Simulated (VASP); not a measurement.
Input of a VASP 6.6.1 run:

INCAR

```
SYSTEM = BN
PREC = Accurate
ENCUT = 520
EDIFF = 1E-7
ISMEAR = -1
SIGMA = 0.01
LREAL = Auto
LASPH = .True.
NELM = 100
ALGO = Normal
ISIF = 2
LWAVE = .False.
LCHARG = .False.
GGA = PE
NBANDS = 96
```

Contents of KPOINTS:

```
Automatic mesh
0
Gamma
  2 2 2
  0.5 0.5 0.5
```

The input POSCAR:

```
BN
1.0
    7.4650312800      0.0000000000      0.0000000000
   -3.7325156400      6.4649067300      0.0000000000
    0.0000000000      0.0000000000      6.4954828800
B N
18 18
Direct
    0.1111968454      0.2221364880      0.2500000000
    0.2221364880      0.1111968454      0.7500000000
    0.1111968454      0.5554698213      0.2500000000
    0.2221364880      0.4445301787      0.7500000000
    0.1111968454      0.8888031546      0.2500000000
    0.2221364880      0.7778635120      0.7500000000
    0.4445301787      0.2221364880      0.2500000000
    0.5554698213      0.1111968454      0.7500000000
    0.4445301787      0.5554698213      0.2500000000
    0.5554698213      0.4445301787      0.7500000000
    0.4445301787      0.8888031546      0.2500000000
    0.5554698213      0.7778635120      0.7500000000
    0.7778635120      0.2221364880      0.2500000000
    0.8888031546      0.1111968454      0.7500000000
    0.7778635120      0.5554698213      0.2500000000
    0.8888031546      0.4445301787      0.7500000000
    0.7778635120      0.8888031546      0.2500000000
    0.8888031546      0.7778635120      0.7500000000
    0.1114069264      0.2219264070      0.7500000000
    0.2219264070      0.1114069264      0.2500000000
    0.1114069264      0.5552597403      0.7500000000
    0.2219264070      0.4447402597      0.2500000000
    0.1114069264      0.8885930736      0.7500000000
    0.2219264070      0.7780735930      0.2500000000
    0.4447402597      0.2219264070      0.7500000000
    0.5552597403      0.1114069264      0.2500000000
    0.4447402597      0.5552597403      0.7500000000
    0.5552597403      0.4447402597      0.2500000000
    0.4447402597      0.8885930736      0.7500000000
    0.5552597403      0.7780735930      0.2500000000
    0.7780735930      0.2219264070      0.7500000000
    0.8885930736      0.1114069264      0.2500000000
    0.7780735930      0.5552597403      0.7500000000
    0.8885930736      0.4447402597      0.2500000000
    0.7780735930      0.8885930736      0.7500000000
    0.8885930736      0.7780735930      0.2500000000
```

Potentials or basis: VASP PAW PBE potentials, release 64 (B, N).

Launch:

```console
$ cat potpaw_PBE.64/B/POTCAR potpaw_PBE.64/N/POTCAR > POTCAR
$ mpirun -np 1 vasp_std > vasp.out
```

(1) Estimate the largest force.

(2) Estimate the band gap on the k mesh.

## Answers

(1) 0.217 eV/Å.

(2) 4.62 eV.

Caveat: a shifted mesh leaves out Γ, where band edges can lie.
